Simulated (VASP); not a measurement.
Set up this calculation in VASP 6.6.1, as the native input.

```yaml
Task: single point
Functional: PBEsol
Potentials_or_basis: VASP PAW PBE potentials, release 64 (Al, Ni)
Cutoff: 520 eV
k_mesh: 16 × 16 × 14
Occupations: gaussian, width 0.1 eV
Spin: no spin polarisation
Dipole_correction: no
Further_INCAR_settings: ALGO = Fast; EDIFF = 1e-07; NBANDS = 14
```

The structure of AlNi lies in POSCAR:

```
AlNi
1.0
    1.9386940000     -1.9531901500      0.0000000000
    1.9386940000      1.9531901500      0.0000000000
    0.0000000000      0.0000000000      3.0994300413
Al Ni
1 1
Direct
    0.0000000000      0.0000000000      0.0000000000
    0.5000000000      0.5000000000      0.5000000000
```

The input as run:

INCAR

```
PREC = Accurate
ENCUT = 520
EDIFF = 1E-7
ISMEAR = 0
SIGMA = 0.1
LREAL = F
LASPH = T
NELM = 80
ALGO = Fast
ISIF = 2
LWAVE = F
LCHARG = F
GGA = PS
NBANDS = 14
```

KPOINTS

```
Automatic mesh
0
Gamma
  16 16 14
```

Potentials or basis: VASP PAW PBE potentials, release 64 (Al, Ni).

Launch:

```console
$ cat potpaw_PBE.64/Al/POTCAR potpaw_PBE.64/Ni/POTCAR > POTCAR
$ mpirun -np 1 vasp_std > vasp.out
```

It gave:

```
Pressure               : 0.5 GPa
Band gap on the k mesh : zero (an odd number of electrons rules out a gap without spin polarisation)
```

Caveat: the stress differs along the axes, from -4 to 4 GPa; the PAW data sets were made with another functional, which shifts forces and pressure a little.

Wall time 66 s on 1 thread of Intel(R) Xeon(R) 6975P-C (Granite Rapids) (shared host), peak memory 0.29 GiB.
